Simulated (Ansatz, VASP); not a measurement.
## HgTe, level by level in two programs

```xyz
4
Lattice="2.9724 -3.4437 0.0000 2.9724 3.4437 0.0000 0.0000 0.0000 5.7592" Properties=species:S:1:pos:R:3 pbc="T T T"
Hg    2.9724   -1.0810    1.4398
Hg    2.9724    1.0810    4.3194
Te    2.9724    1.9616    1.4398
Te    2.9724   -1.9616    4.3194
```

Single points on this cell with VASP 6.6.1 and Ansatz 0.2.0. Each row is one pair of runs. Alike in all rows: spin: off; k mesh: 6 × 6 × 5; smearing: fermi-dirac, width 0.05 eV.

```tsv
level	VASP's potentials, cutoff	Ansatz's potentials, cutoff	gap on the k mesh at the Fermi level (eV), VASP	gap on the k mesh at the Fermi level (eV), Ansatz	pressure (GPa), VASP	pressure (GPa), Ansatz	rms of the force components (eV/Å), VASP	rms of the force components (eV/Å), Ansatz
PBE	VASP PAW PBE potentials, release 64 (Hg, Te), 520 eV	Ansatz PAW, 420 eV	none	none	0.7	0.6	0.021	0.024
PBEsol	VASP PAW PBE potentials, release 64 (Hg, Te), 520 eV	Ansatz PAW, 420 eV	none	none	-2.5	-2.6	0.056	0.062
LDA	VASP PAW LDA potentials, release 64 (Hg, Te), 520 eV	Ansatz PAW, 420 eV	none	none	-4.0	-4.3	0.085	0.093
r2SCAN	VASP PAW PBE potentials, release 64 (Hg, Te), 520 eV	Ansatz PAW, 500 eV	none	none	-0.4	-0.5	0.051	0.056
```

Pressure (GPa): the two programs differ by at most 0.26; rms of the force components (eV/Å): the two programs differ by at most 0.0079.

VASP's potentials hold 36 valence electrons a cell and Ansatz's 72, so a difference there can come from the potentials and not from the codes.

A gap of «none» marks a metal or a gap that the smearing closes.

Neither program's run includes spin-orbit coupling.
